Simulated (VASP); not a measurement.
# TiO2 (P1) in VASP: single point with r2SCAN+U

Aim: the single point of TiO2 with r2SCAN+U.

Program: VASP 6.6.1. These are calculated values, not measurements. Logs are shortened: lines on timing, memory, paths and dates and some standing lists are left out, and cuts for length are marked.

## Step 1: The cell of the first run

The typed cell holds 6 atoms: a = 5.410 Å, b = 5.404 Å, c = 5.407 Å, α = 139.35°, β = 139.46°, γ = 58.79°.

## Step 2: Single point, r2SCAN+U, collinear spin, zero start

Input file POSCAR:

```
TiO2
1.0
   -1.8815519900      1.8761040700      4.7129488200
    1.8755901800     -1.8735336300      4.7095574500
    1.8795806200      1.8715622600     -4.7119271300
Ti O
2 4
Direct
    0.0209951300      0.0080688600      0.0185489800
    0.7434966600      0.2433277600      0.4901929300
    0.1707585600      0.1710960100      0.9753210600
    0.9400127600      0.4152665400      0.4970719200
    0.5750149500      0.0701518300      0.5073040600
    0.8042734200      0.8106779200      0.9776849900
```

Input file INCAR.step1:

```
SYSTEM = TiO2
PREC = Accurate ; ENCUT = 520
ISMEAR = 1 ; SIGMA = 0.0725
LREAL = .FALSE. ; LASPH = .TRUE.
NELM = 150 ; ISPIN = 2
MAGMOM = 0 0 0 0 0 0 ; LMAXMIX = 4
LDAU = .TRUE. ; LDAUTYPE = 2
LDAUL = 2 -1 ; LDAUU = 3 0
LDAUJ = 0 0 ; NBANDS = 37
GGA = PE ; ALGO = Normal
EDIFF = 1E-4 ; LWAVE = .TRUE.
LCHARG = .FALSE.
```

Input file INCAR.step2:

```
SYSTEM = TiO2
PREC = Accurate ; ENCUT = 520
EDIFF = 1E-7 ; ISMEAR = 1
SIGMA = 0.0725 ; LREAL = .FALSE.
LASPH = .TRUE. ; NELM = 150
ALGO = Normal ; ISIF = 2
LWAVE = .FALSE. ; LCHARG = .FALSE.
ISPIN = 2 ; MAGMOM = 0 0 0 0 0 0
LORBIT = 11 ; LMAXMIX = 4
LDAU = .TRUE. ; LDAUTYPE = 2
LDAUL = 2 -1 ; LDAUU = 3 0
LDAUJ = 0 0 ; LDAUPRINT = 1
METAGGA = R2SCAN ; LMIXTAU = .TRUE.
NBANDS = 37 ; ISTART = 1
```

Input file KPOINTS:

```
Automatic mesh
0
Gamma
  5 5 7
  0 0.5 0.5
```

Potentials or basis: VASP PAW PBE potentials, release 64 (Ti_sv, O).

Started as:

```console
> cat potpaw_PBE.64/Ti_sv/POTCAR potpaw_PBE.64/O/POTCAR > POTCAR
> cp INCAR.step1 INCAR
> mpirun -np 1 vasp_std > vasp.out
> cp INCAR.step2 INCAR
> mpirun -np 1 vasp_std > vasp.out
```

OUTCAR:

```text
SYSTEM = TiO2
   PREC = Accurate
   ENCUT = 520
   EDIFF = 1E-7
   ISMEAR = 1
   LREAL = .FALSE.
   LASPH = .TRUE.
   NELM = 150
   ISIF = 2
   ISPIN = 2
   LORBIT = 11
   METAGGA = R2SCAN
   ISTART = 1

 ion  position               nearest neighbor table
   1  0.021  0.008  0.019-   3 1.68   6 1.76   5 1.93   4 1.95   5 2.00   4 2.07   2 2.91
   2  0.743  0.243  0.490-   5 1.69   4 1.70   3 1.94   6 1.98   3 2.00   6 2.00   1 2.91
   3  0.171  0.171  0.975-   1 1.68   2 1.94   2 2.00
   4  0.940  0.415  0.497-   2 1.70   1 1.95   1 2.07
   5  0.575  0.070  0.507-   2 1.69   1 1.93   1 2.00
   6  0.804  0.811  0.978-   1 1.76   2 1.98   2 2.00

  LATTYP: Found a triclinic cell.
 ALAT       =     3.7551720651
 B/A-ratio  =     1.4120583050
 C/A-ratio  =     1.4391972196
 COS(alpha) =     0.0005384379
 COS(beta)  =     0.3466785690
 COS(gamma) =     0.7074431169

  Lattice vectors:

 A1 = (   3.7551708000,  -0.0019713700,  -0.0023696800)
 A2 = (   3.7531994300,   3.7456949600,  -0.0013479900)
 A3 = (   1.8755901800,  -1.8735336300,   4.7095574500)

Analysis of symmetry for initial positions (statically):
=====================================================================
 Subroutine PRICEL returns:
 Original cell was already a primitive cell.

 Routine SETGRP: Setting up the symmetry group for a
 triclinic supercell.

 Subroutine GETGRP returns: Found  1 space group operations
 (whereof  1 operations were pure point group operations)
 out of a pool of  2 trial point group operations.

The static configuration has the point symmetry C_1 .

Analysis of symmetry for dynamics (positions and initial velocities):
=====================================================================
 Subroutine PRICEL returns:
 Original cell was already a primitive cell.

 Routine SETGRP: Setting up the symmetry group for a
 triclinic supercell.

 Subroutine GETGRP returns: Found  1 space group operations
 (whereof  1 operations were pure point group operations)
 out of a pool of  2 trial point group operations.

The dynamic configuration has the point symmetry C_1 .

Analysis of structural, dynamic, and magnetic symmetry:
=====================================================================
 Subroutine PRICEL returns:
 Original cell was already a primitive cell.

 Routine SETGRP: Setting up the symmetry group for a
 triclinic supercell.

 Subroutine GETGRP returns: Found  1 space group operations
 (whereof  1 operations were pure point group operations)
 out of a pool of  2 trial point group operations.

The overall configuration has the point symmetry C_1 .

 Subroutine INISYM returns: Found  1 space group operations
 (whereof  1 operations are pure point group operations),
 and found     1 'primitive' translations

----------------------------------------------------------------------------------------

                                     Primitive cell

  volume of cell :      66.3020

  direct lattice vectors                    reciprocal lattice vectors
    -1.881551990  1.876104070  4.712948820     0.000206992  0.266803916  0.106056223
     1.875590180 -1.873533630  4.709557450     0.266366608  0.000111137  0.106297381
     1.879580620  1.871562260 -4.711927130     0.266439686  0.266972848  0.000095752

  length of vectors
     5.410350354  5.404433195  5.407201298     0.287110249  0.286793158  0.377179821

  position of ions in fractional coordinates (direct lattice)
     0.020995130  0.008068860  0.018548980
[... 113 lines left out ...]
   U (eV)           for each species LDAUU =   3.0  0.0
   J (eV)           for each species LDAUJ =   0.0  0.0
   METAGGA = R2SCAN    functional components
   LHFCALC =     F    Hartree Fock is set to
   AEXX    =    0.0000 exact exchange contribution
   IVDW    =     0    specifies the selected vdW correction
   LEPSILON=     F    determine dielectric tensor
   LRPA    =     F    only Hartree local field effects (RPA)
 spin polarized calculation
 Methfessel and Paxton  Order N= 1 SIGMA  =   0.07
  energy-cutoff  :      520.00
  volume of cell :       66.30
 maximum number of plane-waves:      1798
   NGX = 21   NGY = 21   NGZ = 21

 number of electron      48.0000003 magnetization       0.0000000

atom =   1  type =  1  l = 2

 onsite density matrix

spin component  1

  0.0661 -0.0005  0.0011 -0.0011 -0.0002
 -0.0005  0.1361 -0.0106  0.0026 -0.0114
  0.0011 -0.0106  0.3642  0.0039  0.0038
 -0.0011  0.0026  0.0039  0.1434 -0.0128
 -0.0002 -0.0114  0.0038 -0.0128  0.2093

spin component  2

  0.0661 -0.0005  0.0011 -0.0011 -0.0002
 -0.0005  0.1361 -0.0106  0.0026 -0.0114
  0.0011 -0.0106  0.3642  0.0039  0.0038
 -0.0011  0.0026  0.0039  0.1434 -0.0128
 -0.0002 -0.0114  0.0038 -0.0128  0.2093

 occupancies and eigenvectors

  o =  0.0661  v =  0.9999  0.0059 -0.0037  0.0142  0.0030  0.0000  0.0000  0.0000  0.0000  0.0000      0.0000  0.0000  0.0000  0.0000  0.0000  0.0000  0.0000  0.0000  0.0000  0.0000
  o =  0.0661  v =  0.0000  0.0000  0.0000  0.0000  0.0000  0.9999  0.0059 -0.0037  0.0142  0.0030      0.0000  0.0000  0.0000  0.0000  0.0000  0.0000  0.0000  0.0000  0.0000  0.0000
  o =  0.1339  v =  0.0044 -0.9843 -0.0450  0.1127 -0.1279  0.0000  0.0000  0.0000  0.0000  0.0000      0.0000  0.0000  0.0000  0.0000  0.0000  0.0000  0.0000  0.0000  0.0000  0.0000
  o =  0.1339  v =  0.0000  0.0000  0.0000  0.0000  0.0000  0.0044 -0.9843 -0.0450  0.1127 -0.1279      0.0000  0.0000  0.0000  0.0000  0.0000  0.0000  0.0000  0.0000  0.0000  0.0000
  o =  0.1410  v =  0.0150 -0.0866  0.0161 -0.9760 -0.1984  0.0000  0.0000  0.0000  0.0000  0.0000      0.0000  0.0000  0.0000  0.0000  0.0000  0.0000  0.0000  0.0000  0.0000  0.0000
  o =  0.1410  v =  0.0000  0.0000  0.0000  0.0000  0.0000  0.0150 -0.0866  0.0161 -0.9760 -0.1984      0.0000  0.0000  0.0000  0.0000  0.0000  0.0000  0.0000  0.0000  0.0000  0.0000
  o =  0.2133  v =  0.0004 -0.1460 -0.0300 -0.1850  0.9714  0.0000  0.0000  0.0000  0.0000  0.0000      0.0000  0.0000  0.0000  0.0000  0.0000  0.0000  0.0000  0.0000  0.0000  0.0000
  o =  0.2133  v =  0.0000  0.0000  0.0000  0.0000  0.0000  0.0004 -0.1460 -0.0300 -0.1850  0.9714      0.0000  0.0000  0.0000  0.0000  0.0000  0.0000  0.0000  0.0000  0.0000  0.0000
  o =  0.3649  v =  0.0000  0.0000  0.0000  0.0000  0.0000 -0.0037  0.0473 -0.9984 -0.0153 -0.0267      0.0000  0.0000  0.0000  0.0000  0.0000  0.0000  0.0000  0.0000  0.0000  0.0000
  o =  0.3649  v = -0.0037  0.0473 -0.9984 -0.0153 -0.0267  0.0000  0.0000  0.0000  0.0000  0.0000      0.0000  0.0000  0.0000  0.0000  0.0000  0.0000  0.0000  0.0000  0.0000  0.0000

atom =   2  type =  1  l = 2

 onsite density matrix

spin component  1

  0.0675  0.0003  0.0001 -0.0021 -0.0000
  0.0003  0.1384  0.0031 -0.0004 -0.0003
  0.0001  0.0031  0.3782 -0.0081 -0.0006
 -0.0021 -0.0004 -0.0081  0.1394  0.0022
 -0.0000 -0.0003 -0.0006  0.0022  0.2106

spin component  2

  0.0675  0.0003  0.0001 -0.0021 -0.0000
  0.0003  0.1384  0.0031 -0.0004 -0.0003
  0.0001  0.0031  0.3782 -0.0081 -0.0006
 -0.0021 -0.0004 -0.0081  0.1394  0.0022
 -0.0000 -0.0003 -0.0006  0.0022  0.2106

 occupancies and eigenvectors

  o =  0.0674  v =  0.9996 -0.0036  0.0003  0.0296 -0.0004  0.0000  0.0000  0.0000  0.0000  0.0000      0.0000  0.0000  0.0000  0.0000  0.0000  0.0000  0.0000  0.0000  0.0000  0.0000
  o =  0.0674  v =  0.0000  0.0000  0.0000  0.0000  0.0000  0.9996 -0.0036  0.0003  0.0296 -0.0004      0.0000  0.0000  0.0000  0.0000  0.0000  0.0000  0.0000  0.0000  0.0000  0.0000
  o =  0.1383  v =  0.0047 -0.9612  0.0031 -0.2757  0.0050  0.0000  0.0000  0.0000  0.0000  0.0000      0.0000  0.0000  0.0000  0.0000  0.0000  0.0000  0.0000  0.0000  0.0000  0.0000
  o =  0.1383  v =  0.0000  0.0000  0.0000  0.0000  0.0000  0.0047 -0.9612  0.0031 -0.2757  0.0050      0.0000  0.0000  0.0000  0.0000  0.0000  0.0000  0.0000  0.0000  0.0000  0.0000
  o =  0.1392  v = -0.0294 -0.2754  0.0361  0.9597 -0.0305  0.0000  0.0000  0.0000  0.0000  0.0000      0.0000  0.0000  0.0000  0.0000  0.0000  0.0000  0.0000  0.0000  0.0000  0.0000
  o =  0.1392  v =  0.0000  0.0000  0.0000  0.0000  0.0000 -0.0294 -0.2754  0.0361  0.9597 -0.0305      0.0000  0.0000  0.0000  0.0000  0.0000  0.0000  0.0000  0.0000  0.0000  0.0000
  o =  0.2107  v = -0.0005 -0.0035  0.0049  0.0305  0.9995  0.0000  0.0000  0.0000  0.0000  0.0000      0.0000  0.0000  0.0000  0.0000  0.0000  0.0000  0.0000  0.0000  0.0000  0.0000
  o =  0.2107  v =  0.0000  0.0000  0.0000  0.0000  0.0000 -0.0005 -0.0035  0.0049  0.0305  0.9995      0.0000  0.0000  0.0000  0.0000  0.0000  0.0000  0.0000  0.0000  0.0000  0.0000
  o =  0.3785  v =  0.0007  0.0130  0.9993 -0.0340 -0.0038  0.0000  0.0000  0.0000  0.0000  0.0000      0.0000  0.0000  0.0000  0.0000  0.0000  0.0000  0.0000  0.0000  0.0000  0.0000
  o =  0.3785  v =  0.0000  0.0000  0.0000  0.0000  0.0000  0.0007  0.0130  0.9993 -0.0340 -0.0038      0.0000  0.0000  0.0000  0.0000  0.0000  0.0000  0.0000  0.0000  0.0000  0.0000

 number of electron      48.0000003 magnetization      -0.0000000

 Free energy of the ion-electron system (eV)
  ---------------------------------------------------
  ext. energy  EPLUGINS =         0.00000000
  ---------------------------------------------------
  free energy    TOTEN  =       -61.55488408 eV

  energy without entropy =      -61.55495115  energy(sigma->0) =      -61.55490643

 E-fermi :   4.3637     XC(G=0): -11.4534

 val. band max:        4.3047216931   @ k =   0.4000   0.5000   0.5000
 cond. band min:       7.2128299790   @ k =  -0.0000  -0.1000   0.0714
 fundamental gap:      2.9081082858
 Fermi energy:         4.3636620326

 spin component 1

 k-point     1 :      -0.0000    0.1000    0.0714
  band No.  band energies     occupation
      1     -55.1037      1.00000
      2     -54.9537      1.00000
      3     -31.0675      1.00000
      4     -30.4786      1.00000
      5     -30.2813      1.00000
      6     -30.2120      1.00000
[... 1865 lines left out ...]
     35      13.6338      0.00000
     36      15.1116      0.00000

 [... further k-points ...]

 [bands above 36 left out]

------------------------ aborting loop because EDIFF is reached ----------------------------------------

  FORCE on cell =-STRESS in cart. coord.  units (eV):
  Direction    XX          YY          ZZ          XY          YZ          ZX
  --------------------------------------------------------------------------------------
  -------------------------------------------------------------------------------------
  Total        6.1498088     10.0047899     48.3681410     -0.0090384      1.5431187     -0.6357002
  in kB      148.6091227    241.7641105   1168.8082074     -0.2184120     37.2892097    -15.3615923
  external PRESSURE =     519.7271469 kB  Pullay stress =       0.0000000 kB

 VOLUME and BASIS-vectors are now :
 -----------------------------------------------------------------------------
  energy-cutoff  :      520.00
  volume of cell :       66.30
      direct lattice vectors                 reciprocal lattice vectors
    -1.881551990  1.876104070  4.712948820     0.000206992  0.266803916  0.106056223
     1.875590180 -1.873533630  4.709557450     0.266366608  0.000111137  0.106297381
     1.879580620  1.871562260 -4.711927130     0.266439686  0.266972848  0.000095752

 POSITION                                       TOTAL-FORCE (eV/Angst)
 -----------------------------------------------------------------------------------
      0.01049      0.05899      0.04955        -0.049881      0.485623     -3.491121
     -0.02119      1.85642      2.34027        -0.086444     -0.840651      1.503520
      1.83281      1.82518     -2.98508        -0.366316      1.012975      9.539259
     -0.05553      1.91585      4.04379         0.803714      0.564334      9.941233
      0.00317      1.89681      0.65002         0.178856     -0.630811     -9.778041
      1.84486      1.81987      3.00165        -0.479929     -0.591469     -7.714850
 -----------------------------------------------------------------------------------
    total drift:                               -0.002567     -0.001831     -0.008577

  FREE ENERGIE OF THE ION-ELECTRON SYSTEM (eV)
  ---------------------------------------------------
  free  energy   TOTEN  =       -61.5548840755 eV

  energy  without entropy=      -61.5549511457  energy(sigma->0) =      -61.55490643

 total charge

# of ion       s       p       d       tot
------------------------------------------
    1        2.263   6.424   1.801  10.489
    2        2.270   6.450   1.830  10.550
    3        1.595   3.648   0.000   5.243
    4        1.593   3.619   0.000   5.212
    5        1.595   3.647   0.000   5.243
    6        1.588   3.608   0.000   5.196
--------------------------------------------------
tot         10.905  27.397   3.631  41.933

 magnetization (x)

# of ion       s       p       d       tot
------------------------------------------
    1       -0.000  -0.000  -0.000  -0.000
    2        0.000  -0.000  -0.000  -0.000
    3        0.000   0.000   0.000   0.000
    4        0.000   0.000   0.000   0.000
    5        0.000   0.000   0.000   0.000
    6        0.000   0.000   0.000   0.000
--------------------------------------------------
tot          0.000  -0.000  -0.000  -0.000
```

Run time: 89 min. Hardware: 1 thread of Oxide Virtual Turin-like, shared host; peak memory 0.48 GiB.

What came out:

```yaml
Free_energy: -61.5549 eV
Pressure: 52.0 GPa
Largest_force: 9.990 eV/Å
Band_gap_on_the_k_mesh: 2.91 eV (least direct gap 3.12 eV)
Net_moment: 0.00 μB per cell
Valence_electrons_inside_the_program's_atomic_spheres: Ti 10.49, 10.55; O 5.24, 5.21, 5.20 (each value once)
```

Forces in eV/Å, atoms in the order of the input:
```
Ti  -0.050  0.486 -3.491
Ti  -0.086 -0.841  1.504
O   -0.366  1.013  9.539
O    0.804  0.564  9.941
O    0.179 -0.631 -9.778
O   -0.480 -0.591 -7.715
```

Eigenvalues of the final occupation matrices:
```tsv
site	spin	trace	eigenvalues
site 1 d	1	0.92	0.07 0.13 0.14 0.21 0.36
site 1 d	2	0.92	0.07 0.13 0.14 0.21 0.36
site 2 d	1	0.93	0.07 0.14 0.14 0.21 0.38
site 2 d	2	0.93	0.07 0.14 0.14 0.21 0.38
```

Caveat: the stress differs along the axes, from 15 to 117 GPa; the PAW data sets were made with another functional, which shifts forces and pressure a little; a shifted mesh leaves out Γ, where band edges can lie. A k mesh can miss the band edges.
